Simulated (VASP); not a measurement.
# Lu (Im-3m) in VASP: further runs

The runs below take Lu through single point, with PBE.

Everything below comes from runs of VASP 6.6.1. Logs are shortened: lines on timing, memory, paths and dates and some standing lists are left out, and cuts for length are marked.

## Step 1: The cell of the first run

It takes space group Im-3m (No. 229, cubic). Conventional cell: a = 3.886 Å, b = 3.886 Å, c = 3.886 Å, α = 90.00°, β = 90.00°, γ = 90.00°. Lu (site symmetry m-3m) has 14 Lu at 3.37 to 3.89 Å within 4.4 Å.

This isn't the form of Lu at room conditions, which is hcp.

## Step 2: Single point, PBE, non-collinear spin, zero start, spin-orbit coupling

The input, INCAR:

```
PREC = Accurate ; ENCUT = 520
EDIFF = 1E-6 ; ISMEAR = 0
SIGMA = 0.05 ; LREAL = F
LASPH = T ; NELM = 150
ALGO = Normal ; ISIF = 2
LWAVE = F ; LCHARG = F
LNONCOLLINEAR = T ; MAGMOM = 0 0 0
LORBIT = 11 ; LSORBIT = T
GGA_COMPAT = F ; LORBMOM = T
GGA = PE ; NBANDS = 36
```

The input, KPOINTS:

```
regular mesh
0
Gamma
  16 16 16
```

The input, POSCAR:

```
Lu
1.0
   -1.9428645437      1.9428645437      1.9428645437
    1.9428645437     -1.9428645437      1.9428645437
    1.9428645437      1.9428645437     -1.9428645437
Lu
1
Direct
    0.0000000000      0.0000000000      0.0000000000
```

Potentials or basis: VASP PAW PBE potentials, release 64 (Lu).

Launch:

```console
$ cat potpaw_PBE.64/Lu/POTCAR > POTCAR
$ mpirun -np 1 vasp_ncl > vasp.out
```

OUTCAR:

```text
PREC = Accurate
   ENCUT = 520
   EDIFF = 1E-6
   ISMEAR = 0
   LREAL = F
   LASPH = T
   NELM = 150
   ISIF = 2
   LNONCOLLINEAR = T
   LORBIT = 11
   LSORBIT = T
   GGA = PE

 ion  position               nearest neighbor table
   1  0.000  0.000  0.000-

  LATTYP: Found a body centered cubic cell.
 ALAT       =     3.8857290874

  Lattice vectors:

 A1 = (  -1.9428645437,   1.9428645437,   1.9428645437)
 A2 = (   1.9428645437,  -1.9428645437,   1.9428645437)
 A3 = (   1.9428645437,   1.9428645437,  -1.9428645437)

Analysis of symmetry for initial positions (statically):
=====================================================================
 Subroutine PRICEL returns:
 Original cell was already a primitive cell.

 Routine SETGRP: Setting up the symmetry group for a
 body centered cubic supercell.

 Subroutine GETGRP returns: Found 48 space group operations
 (whereof 48 operations were pure point group operations)
 out of a pool of 48 trial point group operations.

The static configuration has the point symmetry O_h .

Analysis of symmetry for dynamics (positions and initial velocities):
=====================================================================
 Subroutine PRICEL returns:
 Original cell was already a primitive cell.

 Routine SETGRP: Setting up the symmetry group for a
 body centered cubic supercell.

 Subroutine GETGRP returns: Found 48 space group operations
 (whereof 48 operations were pure point group operations)
 out of a pool of 48 trial point group operations.

The dynamic configuration has the point symmetry O_h .

Analysis of structural, dynamic, and magnetic symmetry:
=====================================================================
 Subroutine PRICEL returns:
 Original cell was already a primitive cell.

 Routine SETGRP: Setting up the symmetry group for a
 body centered cubic supercell.

 Subroutine GETGRP returns: Found 48 space group operations
 (whereof 48 operations were pure point group operations)
 out of a pool of 48 trial point group operations.

The overall configuration has the point symmetry O_h .

 Subroutine INISYM returns: Found 48 space group operations
 (whereof 48 operations are pure point group operations),
 and found     1 'primitive' translations

----------------------------------------------------------------------------------------

                                     Primitive cell

  volume of cell :      29.3351

  direct lattice vectors                    reciprocal lattice vectors
    -1.942864544  1.942864544  1.942864544     0.000000000  0.257351961  0.257351961
     1.942864544 -1.942864544  1.942864544     0.257351961  0.000000000  0.257351961
     1.942864544  1.942864544 -1.942864544     0.257351961  0.257351961  0.000000000

  length of vectors
     3.365140102  3.365140102  3.365140102     0.363950633  0.363950633  0.363950633

  position of ions in fractional coordinates (direct lattice)
     0.000000000  0.000000000  0.000000000

  ion indices of the primitive-cell ions
   primitive index   ion index
                 1           1

----------------------------------------------------------------------------------------

 KPOINTS: regular mesh

Automatic generation of k-mesh.
 Grid dimensions read from file:
 generate k-points for:   16   16   16

 Generating k-lattice:

  Cartesian coordinates                     Fractional coordinates (reciprocal lattice)
     0.000000000  0.016084498  0.016084498     0.062500000  0.000000000  0.000000000
     0.016084498  0.000000000  0.016084498     0.000000000  0.062500000  0.000000000
[... 51 lines left out ...]
   ICHARG =      2    charge: 1-file 2-atom 10-const
   ISPIN  =      1    spin polarized calculation?
   LNONCOLLINEAR =      T non collinear calculations
   LSORBIT =      T    spin-orbit coupling
   LASPH  =      T    aspherical Exc in radial PAW
   ENCUT  =  520.0 eV  38.22 Ry    6.18 a.u.   6.26  6.26  6.26*2*pi/ulx,y,z
   NELM   =    150;   NELMIN=  2; NELMDL= -5     # of ELM steps
   EDIFF  = 0.1E-05   stopping-criterion for ELM
   LREAL  =      F    real-space projection
   EDIFFG = 0.1E-04   stopping-criterion for IOM
   NSW    =      0    number of steps for IOM
   IBRION =     -1    ionic relax: 0-MD 1-quasi-New 2-CG
   NFREE  =      0    steps in history (QN), initial steepest desc. (CG)
   ISIF   =      2    stress and relaxation
   ISYM   =      2    0-nonsym 1-usesym 2-fastsym
   POTIM  = 0.5000    time-step for ionic-motion
   TEBEG  =    0.0;   TEEND  =   0.0 temperature during run
   PSTRESS=    0.0 pullay stress
   NELECT =      25.0000    total number of electrons
   NUPDOWN=      -1.0000    fix difference up-down
   EMIN   =  10.00;   EMAX   =-10.00  energy-range for DOS
   EFERMI =   0.00;   METHOD = LEGACY
   ISMEAR =     0;   SIGMA  =   0.05  broadening in eV -4-tet -1-fermi 0-gaus
   EFERMI_NEDOS =   21; number of points for ismear=-14 and -15
   IALGO  =     38    algorithm
   IMIX   =      4    mixing-type and parameters
     AMIX     =   0.40;   BMIX     =  1.00
     AMIX_MAG =   1.60;   BMIX_MAG =  1.00
  volume/ion in A,a.u.               =      29.34       197.96
  Fermi-wavevector in a.u.,A,eV,Ry     =   1.552121  2.933084 32.777529  2.409080
  Thomas-Fermi vector in A             =   2.656542
   LORBIT       =     11    0 simple, 1 ext, 2 COOP (PROOUT), +10 PAW based schemes
   GGA     = PE    functional components
   LHFCALC =     F    Hartree Fock is set to
   AEXX    =    0.0000 exact exchange contribution
   IVDW    =     0    specifies the selected vdW correction
   LEPSILON=     F    determine dielectric tensor
   LRPA    =     F    only Hartree local field effects (RPA)
 Gauss-broadening in eV      SIGMA  =   0.05
  energy-cutoff  :      520.00
  volume of cell :       29.34
 maximum number of plane-waves:      1604
 NGX is ok and might be reduce to    28
   NGX = 13   NGY = 13   NGZ = 13

 number of electron      25.0000000 magnetization       0.0000000      0.0000000      0.0000000

 number of electron      24.9999992 magnetization       0.0000000      0.0000000     -0.0000000

 number of electron      24.9999992 magnetization      -0.0000000     -0.0000000      0.0000000

 Free energy of the ion-electron system (eV)
  ---------------------------------------------------
  ext. energy  EPLUGINS =         0.00000000
  ---------------------------------------------------
  free energy    TOTEN  =        -5.11098055 eV

  energy without entropy =       -5.10774734  energy(sigma->0) =       -5.10936395

 E-fermi :   2.3502     XC(G=0): -10.6418

 val. band max:        2.3495801797   @ k =   0.3750   0.1875   0.0000
 cond. band min:       2.3504928124   @ k =   0.2500   0.2500   0.1250
 fundamental gap:      0.0009126327
 Fermi energy:         2.3501887299

 k-point     1 :       0.0000    0.0000    0.0000
  band No.  band energies     occupation
      1     -54.1218      1.00000
      2     -54.1218      1.00000
      3     -28.8717      1.00000
      4     -28.8717      1.00000
      5     -22.5279      1.00000
      6     -22.5279      1.00000
[... 925 lines left out ...]
     35      11.2800      0.00000
     36      11.2800      0.00000

 [... further k-points ...]
[... 5 lines left out ...]
  --------------------------------------------------------------------------------------
  -------------------------------------------------------------------------------------
  Total        0.0001981      0.0001981      0.0001981      0.0000000      0.0000000     -0.0000000
  in kB        0.0108192      0.0108192      0.0108192      0.0000000      0.0000000     -0.0000000
  external PRESSURE =       0.0108192 kB  Pullay stress =       0.0000000 kB

 VOLUME and BASIS-vectors are now :
 -----------------------------------------------------------------------------
  energy-cutoff  :      520.00
  volume of cell :       29.34
      direct lattice vectors                 reciprocal lattice vectors
    -1.942864544  1.942864544  1.942864544     0.000000000  0.257351961  0.257351961
     1.942864544 -1.942864544  1.942864544     0.257351961  0.000000000  0.257351961
     1.942864544  1.942864544 -1.942864544     0.257351961  0.257351961  0.000000000

 POSITION                                       TOTAL-FORCE (eV/Angst)
 -----------------------------------------------------------------------------------
      0.00000      0.00000      0.00000        -0.000000     -0.000000     -0.000000
 -----------------------------------------------------------------------------------
    total drift:                               -0.000000     -0.000000     -0.000000

  FREE ENERGIE OF THE ION-ELECTRON SYSTEM (eV)
  ---------------------------------------------------
  free  energy   TOTEN  =        -5.1109805520 eV

  energy  without entropy=       -5.1077473440  energy(sigma->0) =       -5.10936395

 orbital moment (x)

 # of ion     p       d       f       tot
 ------------------------------------------------
  1        -0.000  -0.000  -0.000  -0.000
 ------------------------------------------------
           -0.000  -0.000  -0.000  -0.000

 orbital moment (y)

 # of ion     p       d       f       tot
 ------------------------------------------------
  1         0.000  -0.000  -0.000  -0.000
 ------------------------------------------------
            0.000  -0.000  -0.000  -0.000

 orbital moment (z)

 # of ion     p       d       f       tot
 ------------------------------------------------
  1         0.000   0.000   0.000   0.000
 ------------------------------------------------
            0.000   0.000   0.000   0.000

 Spin-Orbit-Coupling matrix elements

 Ion:    1  E_soc:     -1.4492061
 l=   1
     0.0000000    -0.2337365    -0.2337365
    -0.2337365     0.0000000    -0.2337365
    -0.2337365    -0.2337365     0.0000000
 l=   2
     0.0000000     0.0002704     0.0000000     0.0002704    -0.0022174
     0.0002704     0.0000000    -0.0016630     0.0002704    -0.0005543
     0.0000000    -0.0016630     0.0000000    -0.0016630     0.0000000
     0.0002704     0.0002704    -0.0016630     0.0000000    -0.0005543
    -0.0022174    -0.0005543     0.0000000    -0.0005543     0.0000000
 l=   3
     0.0000000    -0.0006422     0.0000000     0.0000000     0.0000000    -0.0006143    -0.0037296
    -0.0006422     0.0000000    -0.0010703     0.0000000    -0.0010703    -0.0017125    -0.0006422
     0.0000000    -0.0010703     0.0000000    -0.0024801    -0.0004089    -0.0010441     0.0000000
     0.0000000     0.0000000    -0.0024801     0.0000000    -0.0024801     0.0000000     0.0000000
     0.0000000    -0.0010703    -0.0004089    -0.0024801     0.0000000    -0.0010441     0.0000000
    -0.0006143    -0.0017125    -0.0010441     0.0000000    -0.0010441     0.0000000    -0.0006143
    -0.0037296    -0.0006422     0.0000000     0.0000000     0.0000000    -0.0006143     0.0000000

 total charge

# of ion       s       p       d       f       tot
--------------------------------------------------
    1        2.349   6.059   0.759  13.954  23.121

 magnetization (x)

# of ion       s       p       d       f       tot
--------------------------------------------------
    1       -0.000   0.000  -0.000  -0.000  -0.000

 magnetization (y)

# of ion       s       p       d       f       tot
--------------------------------------------------
    1       -0.000  -0.000  -0.000   0.000  -0.000

 magnetization (z)

# of ion       s       p       d       f       tot
--------------------------------------------------
    1        0.000  -0.000  -0.000  -0.000  -0.000
```

Run time: 2.7 min. Hardware: 1 thread of Intel Xeon 6975P-C (Granite Rapids), shared host; peak memory 0.4 GiB.

What came out:

```
Free energy                                           : -5.1110 eV
Pressure                                              : 0.0 GPa
Net moment                                            : 0.00 μB per cell
Valence electrons inside the program's atomic spheres : Lu 23.12
```

Moments on the atoms (μB; x, y, z):
```
Lu  0.00 0.00 0.00
```

## Step 3: Single point, PBE

This run uses another cell than the first one, of 29.68 Å³/atom.

The input, INCAR:

```
SYSTEM = Lu
PREC = Accurate
ENCUT = 520
EDIFF = 1E-6
ISMEAR = 0
SIGMA = 0.05
LREAL = .FALSE.
LASPH = .TRUE.
NELM = 100
ALGO = Normal
ISIF = 2
LWAVE = .FALSE.
LCHARG = .FALSE.
GGA = PE
NBANDS = 18
```

The input, KPOINTS:

```
Automatic mesh
0
G
  8 8 8
  0 0 0
```

The input, POSCAR:

```
Lu
1.0
   -1.9504305427      1.9504305427      1.9504305427
    1.9504305427     -1.9504305427      1.9504305427
    1.9504305427      1.9504305427     -1.9504305427
Lu
1
Direct
    0.0000000000      0.0000000000      0.0000000000
```

Potentials or basis: VASP PAW PBE potentials, release 64 (Lu).

Launch:

```console
$ cat potpaw_PBE.64/Lu/POTCAR > POTCAR
$ mpirun -np 1 vasp_std > vasp.out
```

Wall time 9.7 s (1 thread of Intel Xeon 6975P-C (Granite Rapids), shared host); peak memory 0.17 GiB.

Results (log left out):

```yaml
Free_energy: -4.3826 eV
Pressure: -0.2 GPa
Band_gap_on_the_k_mesh: zero (an odd number of electrons rules out a gap without spin polarisation)
```

Levels at points of the mesh, in eV from the Fermi level:
```tsv
k point	band 10	band 11	band 12	band 13	band 14	band 15
(0.00, 0.00, 0.00)	-5.11	-5.11	-5.09	2.10	2.10	2.10
(0.50, 0.00, 0.00)	-5.11	-5.10	-2.51	0.39	0.42	4.06
(0.50, 0.50, 0.50)	-5.10	-5.10	-1.48	-1.48	5.60	5.60
```

Caveat: spin-orbit coupling is left out, which moves the levels of the heavy elements.

## Step 4: Single point, PBE (29.56 Å³/atom)

This run uses another cell than the first one, of 29.56 Å³/atom.

The input, INCAR:

```
SYSTEM = Lu
ALGO = Normal
EDIFF = 1E-6
ENCUT = 520
GGA = PE
ISIF = 2
ISMEAR = 0
LASPH = .TRUE.
LCHARG = .FALSE.
LREAL = .FALSE.
LWAVE = .FALSE.
NBANDS = 18
NELM = 100
PREC = Accurate
SIGMA = 0.05
```

The input, KPOINTS:

```
k-points
0
G
  8 8 8
  0 0 0
```

The input, POSCAR:

```
Lu
1.0
   -1.9478264935      1.9478264935      1.9478264935
    1.9478264935     -1.9478264935      1.9478264935
    1.9478264935      1.9478264935     -1.9478264935
Lu
1
Direct
    0.0000000000      0.0000000000      0.0000000000
```

Potentials or basis: VASP PAW PBE potentials, release 64 (Lu).

Launch:

```console
$ cat potpaw_PBE.64/Lu/POTCAR > POTCAR
$ mpirun -np 1 vasp_std > vasp.out
```

OUTCAR:

```text
SYSTEM = Lu
   EDIFF = 1E-6
   ENCUT = 520
   GGA = PE
   ISIF = 2
   ISMEAR = 0
   LASPH = .TRUE.
   LREAL = .FALSE.
   NELM = 100
   PREC = Accurate

 ion  position               nearest neighbor table
   1  0.000  0.000  0.000-

  LATTYP: Found a body centered cubic cell.
 ALAT       =     3.8956529870

  Lattice vectors:

 A1 = (  -1.9478264935,   1.9478264935,   1.9478264935)
 A2 = (   1.9478264935,  -1.9478264935,   1.9478264935)
 A3 = (   1.9478264935,   1.9478264935,  -1.9478264935)

Analysis of symmetry for initial positions (statically):
=====================================================================
 Subroutine PRICEL returns:
 Original cell was already a primitive cell.

 Routine SETGRP: Setting up the symmetry group for a
 body centered cubic supercell.

 Subroutine GETGRP returns: Found 48 space group operations
 (whereof 48 operations were pure point group operations)
 out of a pool of 48 trial point group operations.

The static configuration has the point symmetry O_h .
[... 154 lines left out ...]
  ext. energy  EPLUGINS =         0.00000000
  ---------------------------------------------------
  free energy    TOTEN  =        -4.38261038 eV

  energy without entropy =       -4.38011056  energy(sigma->0) =       -4.38136047

 E-fermi :   2.3174     XC(G=0): -10.6006

 val. band max:        2.2449352169   @ k =   0.2500   0.2500   0.1250
 cond. band min:       2.3281155149   @ k =   0.3750   0.2500  -0.0000
 fundamental gap:      0.0831802980
 Fermi energy:         2.3174472056

 k-point     1 :       0.0000    0.0000    0.0000
  band No.  band energies     occupation
      1     -54.1147      2.00000
      2     -24.5412      2.00000
      3     -24.5412      2.00000
      4     -24.5412      2.00000
      5      -3.8049      2.00000
      6      -2.8705      2.00000
[... 481 lines left out ...]
      5      -2.8568      2.00000
      6      -2.8379      2.00000
[... 10 lines left out ...]
     17       7.6462      0.00000
     18      12.1518      0.00000

 [... further k-points ...]

------------------------ aborting loop because EDIFF is reached ----------------------------------------

  FORCE on cell =-STRESS in cart. coord.  units (eV):
  Direction    XX          YY          ZZ          XY          YZ          ZX
  --------------------------------------------------------------------------------------
  -------------------------------------------------------------------------------------
  Total        0.0016885      0.0016885      0.0016885      0.0000000      0.0000000      0.0000000
  in kB        0.0915172      0.0915172      0.0915172      0.0000000      0.0000000      0.0000000
  external PRESSURE =       0.0915172 kB  Pullay stress =       0.0000000 kB

 VOLUME and BASIS-vectors are now :
 -----------------------------------------------------------------------------
  energy-cutoff  :      520.00
  volume of cell :       29.56
      direct lattice vectors                 reciprocal lattice vectors
    -1.947826494  1.947826494  1.947826494     0.000000000  0.256696375  0.256696375
     1.947826494 -1.947826494  1.947826494     0.256696375  0.000000000  0.256696375
     1.947826494  1.947826494 -1.947826494     0.256696375  0.256696375  0.000000000

 POSITION                                       TOTAL-FORCE (eV/Angst)
 -----------------------------------------------------------------------------------
      0.00000      0.00000      0.00000         0.000000     -0.000000     -0.000000
 -----------------------------------------------------------------------------------
    total drift:                               -0.000000     -0.000000     -0.000000

  FREE ENERGIE OF THE ION-ELECTRON SYSTEM (eV)
  ---------------------------------------------------
  free  energy   TOTEN  =        -4.3826103766 eV

  energy  without entropy=       -4.3801105622  energy(sigma->0) =       -4.38136047
```

stdout:

```text
POSCAR found type information on POSCAR Lu
 POSCAR found :  1 types and       1 ions
 scaLAPACK will be used
 LDA part: xc-table for (Slater+PW92), standard interpolation
 POSCAR, INCAR and KPOINTS ok, starting setup
 FFT: planning ... GRIDC
 FFT: planning ... GRID_SOFT
 FFT: planning ... GRID
 WAVECAR not read
 entering main loop
```

It took 9 s on 1 thread of Intel Xeon 6975P-C (Granite Rapids), shared host; peak memory 0.17 GiB.

What came out:

```yaml
Free_energy: -4.3826 eV
Pressure: 0.0 GPa
Band_gap_on_the_k_mesh: zero (an odd number of electrons rules out a gap without spin polarisation)
```

Levels at points of the mesh, in eV from the Fermi level:
```
           k point  band 10  band 11  band 12  band 13  band 14  band 15
(0.00, 0.00, 0.00)    -5.10    -5.10    -5.08     2.11     2.11     2.11
(0.50, 0.00, 0.00)    -5.10    -5.09    -2.52     0.38     0.44     4.08
(0.50, 0.50, 0.50)    -5.09    -5.09    -1.49    -1.49     5.63     5.63
```

Caveat: spin-orbit coupling is left out, which moves the levels of the heavy elements.

## Step 5: Summary

```csv
spin,cell,k mesh,gap on the mesh (eV),pressure (GPa)
"non-collinear, zero start, SOC","a = 3.365 Å, angles 109.5°, 1 atom",16 × 16 × 16,-,0.0
off,"a = 3.378 Å, angles 109.5°, 1 atom",8 × 8 × 8,none,-0.2
off,"a = 3.374 Å, angles 109.5°, 1 atom",8 × 8 × 8,none,0.0
```

Alike in all rows: task single point; level PBE; potentials or basis VASP PAW PBE potentials, release 64 (Lu); cutoff (eV) 520; smearing gaussian 0.05 eV.

Caveats: spin-orbit coupling is left out, which moves the levels of the heavy elements (at least some runs).

Absolute energies hang on the potentials; compare differences alone.
